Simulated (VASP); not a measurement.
Runs of VASP 6.6.1 on Ga. The structure is that of space group P6/mmm (No. 191), or close to it. The cells are those of the table. The cell was built from a structure type or drawn by symmetry, and may not be a known phase.

```csv
task,cell,k mesh,cutoff (eV),gap on the mesh (eV),pressure (GPa),relaxed volume (Å³/atom)
single point,"a = 4.449, b = 4.449, c = 2.765 Å, angles 90.0, 90.0, 120.0°, 2 atoms",12 × 12 × 20,520,none,0.1,-
single point,"a = 4.461, b = 4.461, c = 2.728 Å, angles 90.0, 90.0, 120.0°, 2 atoms",6 × 6 × 6,520,none,0.2,-
relaxation of cell and atoms,"relaxed from a = 4.461, b = 4.461, c = 2.728 Å, angles 90.0, 90.0, 120.0°, 2 atoms",12 × 12 × 20,600,none,0.0,23.75
single point,"a = 4.281, b = 4.281, c = 2.576 Å, angles 90.0, 90.0, 120.0°, 2 atoms",6 × 6 × 6,520,none,(a),-
relaxation of cell and atoms,"relaxed from a = 4.281, b = 4.281, c = 2.576 Å, angles 90.0, 90.0, 120.0°, 2 atoms",6 × 6 × 6,600,none,0.0,(b)
```

Alike in all rows: level PBE; potentials or basis VASP PAW PBE potentials, release 64 (Ga_d); no spin polarisation; smearing gaussian 0.1 eV.

Task: Fill in the values left out.

Result: (a) 8.7; (b) 23.52.

Caveats: some runs use coarse meshes; the volume moved by over 15 % at a fixed basis, so the end points are rough (at least some runs).

A k mesh can miss the band edges, and the runs leave out spin-orbit coupling on Ga.

A gap of «none» marks levels without a gap at the run's occupations.
